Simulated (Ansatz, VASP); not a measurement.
CdSe in VASP and in Ansatz

File INCAR:

```
PREC = Accurate
ENCUT = 520
EDIFF = 1E-8
ISMEAR = -1
SIGMA = 0.03
LREAL = F
LASPH = T
NELM = 80
ALGO = Normal
ISIF = 2
LWAVE = F
LCHARG = F
GGA = PE
LEFG = T
NBANDS = 16
```

Contents of KPOINTS:

```
Automatic mesh
0
Gamma
  8 8 8
```

File POSCAR:

```
CdSe
1.0
    0.0000000000      3.0075950161      3.0075950161
    3.0075950161      0.0000000000      3.0075950161
    3.0075950161      3.0075950161      0.0000000000
Cd Se
1 1
Direct
    0.0000000000      0.0000000000      0.0000000000
    0.2500000000      0.2500000000      0.2500000000
```

Input for Ansatz:

```yaml
crystal:
  lattice:
    - [0.0, 3.0075950161, 3.0075950161]
    - [3.0075950161, 0.0, 3.0075950161]
    - [3.0075950161, 3.0075950161, 0.0]
  atoms:
    - { symbol: Cd, position: [0.0, 0.0, 0.0] }
    - { symbol: Se, position: [0.25, 0.25, 0.25] }
kpoints:
  mp_grid: { grid: [8, 8, 8] }
scf:
  occupations: { method: fermi_dirac, width: 0.03 }
hamiltonian:
  xc: pbe
  pseudopotentials: { kind: all_electron, datasets: crystal }
output:
  forces: true
  stress: true
  eigenvalues: true
  efg: { contact_densities: true }
```

Change from the starting cell: volume scaled by 0.94, crystal datasets.

Alike in both runs: task electric field gradients; functional PBE; k mesh 8 × 8 × 8; occupations fermi-dirac, width 0.03 eV; no spin polarisation.

```csv
,VASP,Ansatz
version,VASP 6.6.1,Ansatz 0.2.0
potentials or method,"VASP PAW PBE potentials, release 64 (Cd, Se), cutoff 520 eV","all-electron PAW with datasets made for the crystal, scalar-relativistic"
```

```csv
,VASP,Ansatz,Ansatz less VASP
pressure (GPa),5.3,4.9,-0.35
```

Ansatz ran all-electron here, and VASP with PAW potentials.
